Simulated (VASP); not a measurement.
Crystal: K.

```
K
1.0
     0.00000    3.29154    3.29154
     3.29154    0.00000    3.29154
     3.29154    3.29154    0.00000
K
1
Direct
  0.00000 0.00000 0.00000
```

| Property | Result |
| --- | --- |
| Program | VASP 6.6.1 |
| Task | relaxation of cell and atoms |
| Functional | RPBE |
| Potentials or basis | VASP PAW PBE potentials, release 64 (K_sv) |
| Cutoff | 600 eV |
| k mesh | 8 × 8 × 8 |
| Occupations | fermi-dirac, width 0.1 eV |
| Spin | no spin polarisation |

At the start: pressure 0.5 GPa; volume 71.32 Å³/atom.

Task: How do energy, volume and symmetry change on relaxing?

Result: Over 4 steps the energy falls by 13.4 meV/atom and the volume is 80.84 Å³/atom (+13.3 %); space group Fm-3m (No. 225, to 0.05 Å).

The path:
| step | energy change (eV) | largest force (eV/Å) | pressure (GPa) | volume (Å³) |
| --- | --- | --- | --- | --- |
| 1 | 0.0000 | 0.0000 | 0.50 | 71.32 |
| 2 | -0.0060 | 0.0000 | 0.34 | 73.62 |
| 3 | -0.0132 | 0.0000 | 0.05 | 79.67 |
| 4 | -0.0134 | 0.0000 | 0.00 | 80.84 |

Final structure:
```yaml
crystal:
  lattice:
    - [0.00000, 3.43185, 3.43185]
    - [3.43185, 0.00000, 3.43185]
    - [3.43185, 3.43185, 0.00000]
  atoms:
    - { symbol: K, position: [0.00000, 0.00000, 0.00000] }
```

Caveat: the PAW data sets were made with another functional, which shifts forces and pressure a little.
